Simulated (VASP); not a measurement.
# ZnS (I-4m2) in VASP: single point with HSE06

Aim: the single point of ZnS with HSE06.

Everything below comes from runs of VASP 6.6.1. Logs are shortened: lines on timing, memory, paths and dates and some standing lists are left out, and cuts for length are marked.

### Step 1. The cell of the first run

It takes space group I-4m2 (No. 119, tetragonal). The conventional cell has a = 3.810 Å, b = 3.810 Å, c = 5.301 Å, α = 90.00°, β = 90.00°, γ = 90.00°. Zn (site symmetry -4m2) has 4 S at 2.32 Å within 3.1 Å. S (site symmetry -4m2) has 4 Zn at 2.32 Å within 3.1 Å.

### Step 2. Single point, HSE06 (uniaxial y strain -1.6%)

POSCAR

```
ZnS
1.0
    0.0000000000      2.6507206157      2.6940955541
    2.6940955541      0.0000000000      2.6940955541
    2.6940955541      2.6507206157      0.0000000000
Zn S
1 1
Direct
    0.2500000000      0.2500000000      0.2500000000
    0.0000000000      0.0000000000      0.0000000000
```

INCAR.step1

```
ALGO = Normal
EDIFF = 1E-5
ENCUT = 520
GGA = PE
ISIF = 2
ISMEAR = 0
LASPH = True
LREAL = False
LWAVE = True
NBANDS = 16
NELM = 100
PREC = Accurate
SIGMA = 0.01
```

INCAR.step2

```
ALGO = Normal
EDIFF = 1E-6
ENCUT = 520
GGA = PE
HFSCREEN = 0.2079
ISIF = 2
ISMEAR = 0
ISTART = 1
LASPH = True
LCHARG = True
LELF = True
LHFCALC = True
LREAL = False
LVHAR = True
LWAVE = False
NBANDS = 16
NELM = 100
PREC = Accurate
PRECFOCK = Normal
SIGMA = 0.01
```

KPOINTS

```
k-points
0
Gamma
  6 6 6
```

Potentials or basis: VASP PAW PBE potentials, release 64 (Zn, S).

Command:

```console
> cat potpaw_PBE.64/Zn/POTCAR potpaw_PBE.64/S/POTCAR > POTCAR
> cp INCAR.step1 INCAR
> mpirun -np 1 vasp_std > vasp.out
> cp INCAR.step2 INCAR
> mpirun -np 1 vasp_std > vasp.out
```

OUTCAR:

```text
EDIFF = 1E-6
   ENCUT = 520
   GGA = PE
   HFSCREEN = 0.2079
   ISIF = 2
   ISMEAR = 0
   ISTART = 1
   LASPH = True
   LHFCALC = True
   LREAL = False
   NELM = 100
   PREC = Accurate
   PRECFOCK = Normal

 ion  position               nearest neighbor table
   1  0.250  0.250  0.250-   2 2.32   2 2.32   2 2.32   2 2.32
   2  0.000  0.000  0.000-   1 2.32   1 2.32   1 2.32   1 2.32

  LATTYP: Found a body centered tetragonal cell.
 ALAT       =     3.8100264709
 C/A-ratio  =     1.3914447240

  Lattice vectors:

 A1 = (   0.0000000000,  -2.6507206157,   2.6940955541)
 A2 = (   0.0000000000,  -2.6507206157,  -2.6940955541)
 A3 = (   2.6940955541,   2.6507206157,   0.0000000000)

Analysis of symmetry for initial positions (statically):
=====================================================================
 Subroutine PRICEL returns:
 Original cell was already a primitive cell.

 Routine SETGRP: Setting up the symmetry group for a
 body centered tetragonal supercell.

 Subroutine GETGRP returns: Found  8 space group operations
 (whereof  8 operations were pure point group operations)
 out of a pool of 16 trial point group operations.

The static configuration has the point symmetry D_2d.

Analysis of symmetry for dynamics (positions and initial velocities):
=====================================================================
 Subroutine PRICEL returns:
 Original cell was already a primitive cell.

 Routine SETGRP: Setting up the symmetry group for a
 body centered tetragonal supercell.

 Subroutine GETGRP returns: Found  8 space group operations
 (whereof  8 operations were pure point group operations)
 out of a pool of 16 trial point group operations.

The dynamic configuration has the point symmetry D_2d.

 Subroutine INISYM returns: Found  8 space group operations
 (whereof  8 operations are pure point group operations),
 and found     1 'primitive' translations

----------------------------------------------------------------------------------------

                                     Primitive cell

  volume of cell :      38.4787

  direct lattice vectors                    reciprocal lattice vectors
     0.000000000  2.650720616  2.694095554    -0.185591042  0.188627952  0.185591042
     2.694095554  0.000000000  2.694095554     0.185591042 -0.188627952  0.185591042
     2.694095554  2.650720616  0.000000000     0.185591042  0.188627952 -0.185591042

  length of vectors
     3.779480207  3.810026471  3.779480207     0.323215986  0.323215986  0.323215986

  position of ions in fractional coordinates (direct lattice)
     0.250000000  0.250000000  0.250000000
     0.000000000  0.000000000  0.000000000

  ion indices of the primitive-cell ions
   primitive index   ion index
                 1           1
                 2           2

----------------------------------------------------------------------------------------

 KPOINTS: k-points

Automatic generation of k-mesh.
 Grid dimensions read from file:
 generate k-points for:    6    6    6

 Generating k-lattice:

  Cartesian coordinates                     Fractional coordinates (reciprocal lattice)
    -0.030931840  0.031437992  0.030931840     0.166666667  0.000000000  0.000000000
     0.030931840 -0.031437992  0.030931840     0.000000000  0.166666667  0.000000000
     0.030931840  0.031437992 -0.030931840     0.000000000  0.000000000  0.166666667

  Length of vectors
     0.053869331  0.053869331  0.053869331

  Shift w.r.t. Gamma in fractional coordinates (k-lattice)
     0.000000000  0.000000000  0.000000000

 Subroutine IBZKPT returns following result:
 ===========================================

 Found     30 irreducible k-points:

 Following reciprocal coordinates:
            Coordinates               Weight
  0.000000  0.000000  0.000000      1.000000
  0.166667  0.000000  0.000000      8.000000
  0.333333  0.000000  0.000000      8.000000
  0.500000  0.000000  0.000000      4.000000
  0.166667  0.166667  0.000000      4.000000
  0.333333  0.166667  0.000000     16.000000
[... 16 lines left out ...]
  0.333333 -0.333333  0.166667     16.000000
  0.500000 -0.333333  0.166667      4.000000
 [... further k-points ...]
   k-points           NKPTS =     30   k-points in BZ     NKDIM =    216   number of bands    NBANDS=     16
   number of dos      NEDOS =    301   number of ions     NIONS =      2
   total plane-waves  NPLWV =  21952
   dimension x,y,z NGX =    28 NGY =   28 NGZ =   28
   dimension x,y,z NGXF=    56 NGYF=   56 NGZF=   56
   ions per type =               1   1
   NGX,Y,Z   is equivalent  to a cutoff of  12.32, 12.22, 12.32 a.u.
   NGXF,Y,Z  is equivalent  to a cutoff of  24.63, 24.43, 24.63 a.u.
 SYSTEM =  unknown system
   PREC   = accura    normal or accurate (medium, high low for compatibility)
   ISTART =      1    job   : 0-new  1-cont  2-samecut
   ICHARG =      0    charge: 1-file 2-atom 10-const
   ISPIN  =      1    spin polarized calculation?
   LNONCOLLINEAR =      F non collinear calculations
   LSORBIT =      F    spin-orbit coupling
   LASPH  =      T    aspherical Exc in radial PAW
   ENCUT  =  520.0 eV  38.22 Ry    6.18 a.u.   7.03  7.08  7.03*2*pi/ulx,y,z
   NELM   =    100;   NELMIN=  2; NELMDL=  0     # of ELM steps
   EDIFF  = 0.1E-05   stopping-criterion for ELM
   LREAL  =      F    real-space projection
   EDIFFG = 0.1E-04   stopping-criterion for IOM
   NSW    =      0    number of steps for IOM
   IBRION =     -1    ionic relax: 0-MD 1-quasi-New 2-CG
   NFREE  =      0    steps in history (QN), initial steepest desc. (CG)
   ISIF   =      2    stress and relaxation
   ISYM   =      3    0-nonsym 1-usesym 2-fastsym
   POTIM  = 0.5000    time-step for ionic-motion
   TEBEG  =    0.0;   TEEND  =   0.0 temperature during run
   PSTRESS=    0.0 pullay stress
   NELECT =      18.0000    total number of electrons
   NUPDOWN=      -1.0000    fix difference up-down
   EMIN   =  10.00;   EMAX   =-10.00  energy-range for DOS
   EFERMI =   0.00;   METHOD = LEGACY
   ISMEAR =     0;   SIGMA  =   0.01  broadening in eV -4-tet -1-fermi 0-gaus
   EFERMI_NEDOS =   21; number of points for ismear=-14 and -15
   IALGO  =     38    algorithm
   IMIX   =      1    mixing-type and parameters
     AMIX     =   0.40;   BMIX     =  1.00
     AMIX_MAG =   1.60;   BMIX_MAG =  1.00
  volume/ion in A,a.u.               =      19.24       129.83
  Fermi-wavevector in a.u.,A,eV,Ry     =   1.270844  2.401548 21.974025  1.615045
  Thomas-Fermi vector in A             =   2.403810
   LORBIT       =      0    0 simple, 1 ext, 2 COOP (PROOUT), +10 PAW based schemes
   GGA     = PE    functional components
   LHFCALC =     T    Hartree Fock is set to
   PRECFOCK=normal    Normal, Fast or Accurate (Low or Medium for compatibility)
   ENCUT4O =  -1.0   cutoff for four orbital integrals eV
   NKREDX  =     1    reduce k-point grid by
   NKREDY  =     1    reduce k-point grid by
   NKREDZ  =     1    reduce k-point grid by
   AEXX    =    0.2500 exact exchange contribution
   HFSCREEN=    0.2079 screening length (either q_TF or 0.3 A-1)
   HFSCREENC=   0.2079 screening length for correlation (either q_TF or 0.3 A-1)
   ENCUTFOCK=  -1.0 apply spherical cutoff to Coloumb kernel
   IVDW    =     0    specifies the selected vdW correction
   LEPSILON=     F    determine dielectric tensor
   LRPA    =     F    only Hartree local field effects (RPA)
 non-spin polarized calculation
 Gauss-broadening in eV      SIGMA  =   0.01
  energy-cutoff  :      520.00
  volume of cell :       38.48
 maximum number of plane-waves:      1046
  NGX = 24; NGY = 24; NGZ = 24

 number of electron      18.0000016 magnetization

 Free energy of the ion-electron system (eV)
  ---------------------------------------------------
  ext. energy  EPLUGINS =         0.00000000
  ---------------------------------------------------
  free energy    TOTEN  =        -8.35926444 eV

  energy without entropy =       -8.35926444  energy(sigma->0) =       -8.35926444

 E-fermi :   1.7436     XC(G=0):  -8.0650

 val. band max:        1.6538351187   @ k =   0.0000   0.0000   0.0000
 cond. band min:       5.0599623840   @ k =   0.0000   0.0000   0.0000
 fundamental gap:      3.4061272653
 Fermi energy:         1.7436127320

 k-point     1 :       0.0000    0.0000    0.0000
  band No.  band energies     occupation
      1     -12.8925      2.00000
      2      -6.3243      2.00000
      3      -6.3243      2.00000
      4      -6.3162      2.00000
      5      -5.8511      2.00000
      6      -5.8470      2.00000
[... 8 lines left out ...]
     15      14.9719      0.00000
     16      15.1693      0.00000

 k-point     2 :       0.1667    0.0000    0.0000
  band No.  band energies     occupation
      1     -12.6647      2.00000
      2      -6.2898      2.00000
      3      -6.2880      2.00000
      4      -6.2801      2.00000
      5      -5.8521      2.00000
      6      -5.8499      2.00000
[... 8 lines left out ...]
     15      14.0437      0.00000
     16      15.8179      0.00000

 k-point     3 :       0.3333    0.0000    0.0000
  band No.  band energies     occupation
      1     -12.1504      2.00000
      2      -6.2331      2.00000
      3      -6.2240      2.00000
      4      -6.0449      2.00000
      5      -5.8402      2.00000
      6      -5.8371      2.00000
[... 8 lines left out ...]
     15      14.6863      0.00000
     16      14.9413      0.00000

 k-point     4 :       0.5000    0.0000    0.0000
  band No.  band energies     occupation
      1     -11.8553      2.00000
      2      -6.2134      2.00000
      3      -6.2023      2.00000
      4      -5.8256      2.00000
      5      -5.8186      2.00000
      6      -5.6009      2.00000
[... 8 lines left out ...]
     15      16.6234      0.00000
     16      16.7676      0.00000
[... 324 lines left out ...]
 k-point    22 :      -0.3333    0.5000    0.1667
  band No.  band energies     occupation
      1     -11.5162      2.00000
      2      -6.1682      2.00000
      3      -6.0427      2.00000
      4      -5.9464      2.00000
      5      -5.8215      2.00000
      6      -5.4282      2.00000
[... 8 lines left out ...]
     15      17.1621      0.00000
     16      18.1453      0.00000

 k-point    23 :       0.3333   -0.3333    0.1667
  band No.  band energies     occupation
      1     -11.5949      2.00000
      2      -6.1609      2.00000
      3      -6.1068      2.00000
      4      -5.9021      2.00000
      5      -5.8477      2.00000
      6      -5.4539      2.00000
[... 8 lines left out ...]
     15      17.0812      0.00000
     16      17.9445      0.00000

 k-point    24 :       0.5000   -0.3333    0.1667
  band No.  band energies     occupation
      1     -11.5099      2.00000
      2      -6.1624      2.00000
      3      -6.0573      2.00000
      4      -5.9381      2.00000
      5      -5.8275      2.00000
      6      -5.4272      2.00000
[... 8 lines left out ...]
     15      17.4426      0.00000
     16      18.1881      0.00000

 [... further k-points ...]

------------------------ aborting loop because EDIFF is reached ----------------------------------------

  FORCE on cell =-STRESS in cart. coord.  units (eV):
  Direction    XX          YY          ZZ          XY          YZ          ZX
  --------------------------------------------------------------------------------------
  -------------------------------------------------------------------------------------
  Total        0.6621725      0.8167098      0.6621725      0.0000000      0.0000000      0.0000000
  in kB       27.5715897     34.0062216     27.5715897      0.0000000      0.0000000      0.0000000
  external PRESSURE =      29.7164670 kB  Pullay stress =       0.0000000 kB

 VOLUME and BASIS-vectors are now :
 -----------------------------------------------------------------------------
  energy-cutoff  :      520.00
  volume of cell :       38.48
      direct lattice vectors                 reciprocal lattice vectors
     0.000000000  2.650720616  2.694095554    -0.185591042  0.188627952  0.185591042
     2.694095554  0.000000000  2.694095554     0.185591042 -0.188627952  0.185591042
     2.694095554  2.650720616  0.000000000     0.185591042  0.188627952 -0.185591042

 POSITION                                       TOTAL-FORCE (eV/Angst)
 -----------------------------------------------------------------------------------
      1.34705      1.32536      1.34705         0.000000     -0.000000     -0.000000
      0.00000      0.00000      0.00000        -0.000000      0.000000      0.000000
 -----------------------------------------------------------------------------------
    total drift:                               -0.000003     -0.000008     -0.000006

  FREE ENERGIE OF THE ION-ELECTRON SYSTEM (eV)
  ---------------------------------------------------
  free  energy   TOTEN  =        -8.3592644363 eV

  energy  without entropy=       -8.3592644363  energy(sigma->0) =       -8.35926444
```

Run time: 1.7 h. Hardware: 1 thread of Oxide Virtual Turin-like, shared host; peak memory 0.25 GiB.

Results:

| Quantity | Value |
| --- | --- |
| Free energy | -8.3593 eV |
| Pressure | 3.0 GPa |
| Band gap on the k mesh | 3.41 eV |

Levels at points of the mesh, in eV from the valence-band top:
```
           k point  band 6  band 7  band 8  band 9  band 10  band 11  band 12  band 13
(0.00, 0.00, 0.00)   -7.50   -0.06   -0.06    0.00     3.41     7.63     7.63     7.63
(0.50, 0.00, 0.00)   -7.25   -5.82   -1.04   -0.94     4.55     8.05     8.22    10.27
(0.50, 0.50, 0.00)   -7.23   -5.19   -2.47   -2.43     4.31     5.27    12.65    13.77
(0.50, 0.00, 0.50)   -7.20   -5.08   -2.55   -2.55     4.22     5.10    12.84    13.82
```

Caveat: the cell differs from its parent crystal (uniaxial y strain -1.6%); the PAW data sets were made with another functional, which shifts forces and pressure a little.
